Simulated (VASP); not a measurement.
# Cl2 in VASP: notebook

Cl2 is run at these levels: PBE; tasks: single point, relaxation of the atoms.

Program: VASP 6.6.1. These are calculated values, not measurements. Logs are shortened: lines on timing, memory, paths and dates and some standing lists are left out, and cuts for length are marked.

**1. The cell of the first run**

The cell holds a molecule in a box, 2 atoms: a = 12.000 Å, b = 12.300 Å, c = 12.600 Å, α = 90.00°, β = 90.00°, γ = 90.00°.

**2. Single point, PBE**

Contents of INCAR:

```
SYSTEM = Cl
PREC = Accurate ; ENCUT = 520
EDIFF = 1E-6 ; ISMEAR = -1
SIGMA = 0.01 ; LREAL = .FALSE.
LASPH = .TRUE. ; NELM = 100
ALGO = Normal ; ISIF = 2
LWAVE = .FALSE. ; LCHARG = .FALSE.
GGA = PE ; NBANDS = 14
```

Contents of KPOINTS:

```
Automatic mesh
0
G
  1 1 1
  0 0 0
```

Contents of POSCAR:

```
Cl
1.0
   12.0000000000      0.0000000000      0.0000000000
    0.0000000000     12.3000000000      0.0000000000
    0.0000000000      0.0000000000     12.6000000000
Cl
2
Direct
    0.5000000000      0.5000000000      0.4204904951
    0.5000000000      0.5000000000      0.5795095049
```

Potentials or basis: VASP PAW PBE potentials, release 64 (Cl).

Run with:

```console
cat potpaw_PBE.64/Cl/POTCAR > POTCAR
mpirun -np 1 vasp_gam > vasp.out
```

OUTCAR:

```text
SYSTEM = Cl
   PREC = Accurate
   ENCUT = 520
   EDIFF = 1E-6
   ISMEAR = -1
   LREAL = .FALSE.
   LASPH = .TRUE.
   NELM = 100
   ISIF = 2
   GGA = PE

 ion  position               nearest neighbor table
   1  0.500  0.500  0.420-   2 2.00
   2  0.500  0.500  0.580-   1 2.00

  LATTYP: Found a simple orthorhombic cell.
 ALAT       =    12.0000000000
 B/A-ratio  =     1.0250000000
 C/A-ratio  =     1.0500000000

  Lattice vectors:

 A1 = (  12.0000000000,   0.0000000000,   0.0000000000)
 A2 = (   0.0000000000,  12.3000000000,   0.0000000000)
 A3 = (   0.0000000000,   0.0000000000,  12.6000000000)

Analysis of symmetry for initial positions (statically):
=====================================================================
 Subroutine PRICEL returns:
 Original cell was already a primitive cell.

 Routine SETGRP: Setting up the symmetry group for a
 simple orthorhombic supercell.

 Subroutine GETGRP returns: Found  8 space group operations
 (whereof  8 operations were pure point group operations)
 out of a pool of  8 trial point group operations.

The static configuration has the point symmetry D_2h.

Analysis of symmetry for dynamics (positions and initial velocities):
=====================================================================
 Subroutine PRICEL returns:
 Original cell was already a primitive cell.

 Routine SETGRP: Setting up the symmetry group for a
 simple orthorhombic supercell.

 Subroutine GETGRP returns: Found  8 space group operations
 (whereof  8 operations were pure point group operations)
 out of a pool of  8 trial point group operations.

The dynamic configuration has the point symmetry D_2h.

 Subroutine INISYM returns: Found  8 space group operations
 (whereof  8 operations are pure point group operations),
 and found     1 'primitive' translations

----------------------------------------------------------------------------------------

                                     Primitive cell

  volume of cell :    1859.7600

  direct lattice vectors                    reciprocal lattice vectors
    12.000000000  0.000000000  0.000000000     0.083333333  0.000000000  0.000000000
     0.000000000 12.300000000  0.000000000     0.000000000  0.081300813  0.000000000
     0.000000000  0.000000000 12.600000000     0.000000000  0.000000000  0.079365079

  length of vectors
    12.000000000 12.300000000 12.600000000     0.083333333  0.081300813  0.079365079

  position of ions in fractional coordinates (direct lattice)
     0.500000000  0.500000000  0.420490495
     0.500000000  0.500000000  0.579509505

  ion indices of the primitive-cell ions
   primitive index   ion index
                 1           1
                 2           2

----------------------------------------------------------------------------------------

 KPOINTS: Automatic mesh

Automatic generation of k-mesh.
 Grid dimensions read from file:
 generate k-points for:    1    1    1

 Generating k-lattice:

  Cartesian coordinates                     Fractional coordinates (reciprocal lattice)
     0.083333333  0.000000000  0.000000000     1.000000000  0.000000000  0.000000000
     0.000000000  0.081300813  0.000000000     0.000000000  1.000000000  0.000000000
     0.000000000  0.000000000  0.079365079     0.000000000  0.000000000  1.000000000

  Length of vectors
     0.083333333  0.081300813  0.079365079

  Shift w.r.t. Gamma in fractional coordinates (k-lattice)
     0.000000000  0.000000000  0.000000000

 Subroutine IBZKPT returns following result:
 ===========================================

 Found      1 irreducible k-points:

 Following reciprocal coordinates:
            Coordinates               Weight
  0.000000  0.000000  0.000000      1.000000
   k-points           NKPTS =      1   k-points in BZ     NKDIM =      1   number of bands    NBANDS=     14
   number of dos      NEDOS =    301   number of ions     NIONS =      2
   total plane-waves  NPLWV = 829440
   dimension x,y,z NGX =    90 NGY =   96 NGZ =   96
   dimension x,y,z NGXF=   180 NGYF=  192 NGZF=  192
   ions per type =               2
   NGX,Y,Z   is equivalent  to a cutoff of  12.47, 12.98, 12.67 a.u.
   NGXF,Y,Z  is equivalent  to a cutoff of  24.94, 25.95, 25.33 a.u.
 SYSTEM =  Cl
   PREC   = accura    normal or accurate (medium, high low for compatibility)
   ISTART =      0    job   : 0-new  1-cont  2-samecut
   ICHARG =      2    charge: 1-file 2-atom 10-const
   ISPIN  =      1    spin polarized calculation?
   LNONCOLLINEAR =      F non collinear calculations
   LSORBIT =      F    spin-orbit coupling
   LASPH  =      T    aspherical Exc in radial PAW
   ENCUT  =  520.0 eV  38.22 Ry    6.18 a.u.  22.31 22.87 23.43*2*pi/ulx,y,z
   NELM   =    100;   NELMIN=  2; NELMDL= -5     # of ELM steps
   EDIFF  = 0.1E-05   stopping-criterion for ELM
   LREAL  =      F    real-space projection
   EDIFFG = 0.1E-04   stopping-criterion for IOM
   NSW    =      0    number of steps for IOM
   IBRION =     -1    ionic relax: 0-MD 1-quasi-New 2-CG
   NFREE  =      0    steps in history (QN), initial steepest desc. (CG)
   ISIF   =      2    stress and relaxation
   ISYM   =      2    0-nonsym 1-usesym 2-fastsym
   POTIM  = 0.5000    time-step for ionic-motion
   TEBEG  =    0.0;   TEEND  =   0.0 temperature during run
   PSTRESS=    0.0 pullay stress
   NELECT =      14.0000    total number of electrons
   NUPDOWN=      -1.0000    fix difference up-down
   EMIN   =  10.00;   EMAX   =-10.00  energy-range for DOS
   EFERMI =   0.00;   METHOD = LEGACY
   ISMEAR =    -1;   SIGMA  =   0.01  broadening in eV -4-tet -1-fermi 0-gaus
   EFERMI_NEDOS =   21; number of points for ismear=-14 and -15
   IALGO  =     38    algorithm
   IMIX   =      4    mixing-type and parameters
     AMIX     =   0.40;   BMIX     =  1.00
     AMIX_MAG =   1.60;   BMIX_MAG =  1.00
  volume/ion in A,a.u.               =     929.88      6275.14
  Fermi-wavevector in a.u.,A,eV,Ry     =   0.320847  0.606314  1.400625  0.102943
  Thomas-Fermi vector in A             =   1.207823
   LORBIT       =      0    0 simple, 1 ext, 2 COOP (PROOUT), +10 PAW based schemes
   GGA     = PE    functional components
   LHFCALC =     F    Hartree Fock is set to
   AEXX    =    0.0000 exact exchange contribution
   IVDW    =     0    specifies the selected vdW correction
   LEPSILON=     F    determine dielectric tensor
   LRPA    =     F    only Hartree local field effects (RPA)
 non-spin polarized calculation
  energy-cutoff  :      520.00
  volume of cell :     1859.76
 maximum number of plane-waves:     25042
 NGX is ok and might be reduce to    90
   NGX = 45   NGY = 45   NGZ = 47

 number of electron      14.0000000 magnetization

 Free energy of the ion-electron system (eV)
  ---------------------------------------------------
  ext. energy  EPLUGINS =         0.00000000
  ---------------------------------------------------
  free energy    TOTEN  =        -3.59689314 eV

  energy without entropy =       -3.59689314  energy(sigma->0) =       -3.59689314

 E-fermi :  -6.8305     XC(G=0):  -0.5257

 val. band max:       -7.1263382077   @ k =   0.0000   0.0000   0.0000
 cond. band min:      -4.1284448961   @ k =   0.0000   0.0000   0.0000
 fundamental gap:      2.9978933116
 Fermi energy:        -6.8304659908

 k-point     1 :       0.0000    0.0000    0.0000
  band No.  band energies     occupation
      1     -23.2784      2.00000
      2     -19.1247      2.00000
      3     -11.7562      2.00000
      4      -9.7364      2.00000
      5      -9.7363      2.00000
      6      -7.1263      2.00000
      7      -7.1263      2.00000
      8      -4.1284      0.00000
      9      -0.3295      0.00000
     10       0.6359      0.00000
     11       0.7137      0.00000
     12       0.7834      0.00000
     13       0.8210      0.00000
     14       0.9135      0.00000

------------------------ aborting loop because EDIFF is reached ----------------------------------------

  FORCE on cell =-STRESS in cart. coord.  units (eV):
  Direction    XX          YY          ZZ          XY          YZ          ZX
  --------------------------------------------------------------------------------------
  -------------------------------------------------------------------------------------
  Total       -0.0216117     -0.0225353     -0.3890025      0.0000000      0.0000000      0.0000000
  in kB       -0.0186184     -0.0194141     -0.3351244      0.0000000      0.0000000      0.0000000
  external PRESSURE =      -0.1243857 kB  Pullay stress =       0.0000000 kB

 VOLUME and BASIS-vectors are now :
 -----------------------------------------------------------------------------
  energy-cutoff  :      520.00
  volume of cell :     1859.76
      direct lattice vectors                 reciprocal lattice vectors
    12.000000000  0.000000000  0.000000000     0.083333333  0.000000000  0.000000000
     0.000000000 12.300000000  0.000000000     0.000000000  0.081300813  0.000000000
     0.000000000  0.000000000 12.600000000     0.000000000  0.000000000  0.079365079

 POSITION                                       TOTAL-FORCE (eV/Angst)
 -----------------------------------------------------------------------------------
      6.00000      6.15000      5.29818         0.000000      0.000000      0.182852
      6.00000      6.15000      7.30182         0.000000      0.000000     -0.182852
 -----------------------------------------------------------------------------------
    total drift:                                0.000000     -0.000000      0.000000

  FREE ENERGIE OF THE ION-ELECTRON SYSTEM (eV)
  ---------------------------------------------------
  free  energy   TOTEN  =        -3.5968931429 eV

  energy  without entropy=       -3.5968931429  energy(sigma->0) =       -3.59689314
```

It took 3.3 min on 1 thread of Intel Xeon 8259CL, shared host; peak memory 1.2 GiB.

What came out:

- Free energy: -3.5969 eV
- Largest force: 0.183 eV/Å
- Gap between the frontier levels: 3.00 eV

Forces in eV/Å, atoms in the order of the input:
```
Cl   0.000  0.000  0.183
Cl   0.000  0.000 -0.183
```

**3. Relaxation of the atoms, PBE**

Contents of INCAR:

```
SYSTEM = Cl
PREC = Accurate ; ENCUT = 520
EDIFF = 1E-7 ; ISMEAR = -1
SIGMA = 0.01 ; LREAL = .FALSE.
LASPH = .TRUE. ; NELM = 80
ALGO = Normal ; ISIF = 2
LWAVE = .FALSE. ; LCHARG = .FALSE.
GGA = PE ; IBRION = 2
NSW = 80 ; EDIFFG = -0.01
```

KPOINTS is that of step 2.

Contents of POSCAR:

```
Cl
1.0
   12.0000000000      0.0000000000      0.0000000000
    0.0000000000     12.3000000000      0.0000000000
    0.0000000000      0.0000000000     12.6000000000
Cl
2
Direct
    0.5000000000      0.5000000000      0.4206349206
    0.5000000000      0.5000000000      0.5793650794
```

Potentials or basis: VASP PAW PBE potentials, release 64 (Cl).

Run with:

```console
cat potpaw_PBE.64/Cl/POTCAR > POTCAR
mpirun -np 1 vasp_gam > vasp.out
```

Run time: 6.8 min. Hardware: 1 thread of Intel Xeon 8259CL, shared host; peak memory 1.5 GiB.

It converged, with:

```yaml
Free_energy: -3.5978 eV
Energy_gained_by_relaxing: 0.2 meV/atom
Ionic_steps: 3
Gap_between_the_frontier_levels: 3.06 eV
```

Step by step:
```
step  energy change (eV)  largest force (eV/Å)  pressure (GPa)
   1              0.0000                0.1169           -0.01
   2             -0.0001                0.0945            0.00
   3             -0.0004                0.0001            0.00
```

Final structure:
```xyz
2
Lattice="12.0000 0.0000 0.0000 0.0000 12.3000 0.0000 0.0000 0.0000 12.6000" Properties=species:S:1:pos:R:3 pbc="T T T"
Cl    6.0000    6.1500    5.3032
Cl    6.0000    6.1500    7.2968
```

Levels at points of the mesh, in eV from the valence-band top:
```tsv
k point	band 5	band 6	band 7	band 8	band 9	band 10
(0.00, 0.00, 0.00)	-2.66	0.00	0.00	3.06	6.78	7.74
```
